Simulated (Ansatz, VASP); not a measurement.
## Two plane-wave programs on Sr

POSCAR

```
Sr
1.0
    0.0000000000      3.0521104090      3.0521104090
    3.0521104090      0.0000000000      3.0521104090
    3.0521104090      3.0521104090      0.0000000000
Sr
1
Direct
    0.0000000000      0.0000000000      0.0000000000
```

File INCAR.step1:

```
ALGO = Normal
EDIFF = 1E-4
ENCUT = 520
GGA = PE
ISMEAR = 1
LASPH = T
LCHARG = F
LREAL = F
LWAVE = T
NBANDS = 11
NELM = 100
PREC = Accurate
SIGMA = 0.3
```

Contents of INCAR.step2:

```
ALGO = Normal
EDIFF = 1E-6
ENCUT = 520
ISIF = 2
ISMEAR = 1
ISTART = 1
LASPH = T
LCHARG = T
LELF = T
LMIXTAU = T
LREAL = F
LVHAR = T
LWAVE = F
METAGGA = R2SCAN
NBANDS = 11
NELM = 100
PREC = Accurate
SIGMA = 0.3
```

KPOINTS

```
k-points
0
Gamma
  9 9 9
```

Input for Ansatz:

```yaml
crystal:
  lattice:
    - [0.0, 3.052110409, 3.052110409]
    - [3.052110409, 0.0, 3.052110409]
    - [3.052110409, 3.052110409, 0.0]
  atoms:
    - { symbol: Sr, position: [0.0, 0.0, 0.0] }
hamiltonian:
  xc: r2scan
  pseudopotentials:
    kind: paw
    azcp:
      Sr: "pseudopotentials/Sr.paw.azcp"
basis:
  ecutwfc: 500
  fft_grid_basis: typed
kpoints:
  mp_grid: { grid: [9, 9, 9], shift: [0, 0, 0] }
magnetization:
  spin_polarized: false
scf:
  occupations: { method: cold, width: 0.3 }
  lower_state_search: "off"
output:
  stress: true
```

Alike in both runs: task single point; functional r2SCAN; k mesh 9 × 9 × 9; no spin polarisation.

|  | VASP | Ansatz |
| --- | --- | --- |
| version | VASP 6.6.1 | Ansatz 0.2.0 |
| potentials or method | VASP PAW PBE potentials, release 64 (Sr_sv), cutoff 520 eV | plane waves (500 eV) with PAW, scalar-relativistic |
| occupations | methfessel-paxton of order 1, width 0.3 eV | cold, width 0.3 eV |
| valence electrons in the cell | 10 | 10 |

|  | VASP | Ansatz | Ansatz less VASP |
| --- | --- | --- | --- |
| pressure (GPa) | 0.0 | 0.0 | -0.03 |

VASP's potentials were made for PBE, not for r2SCAN.
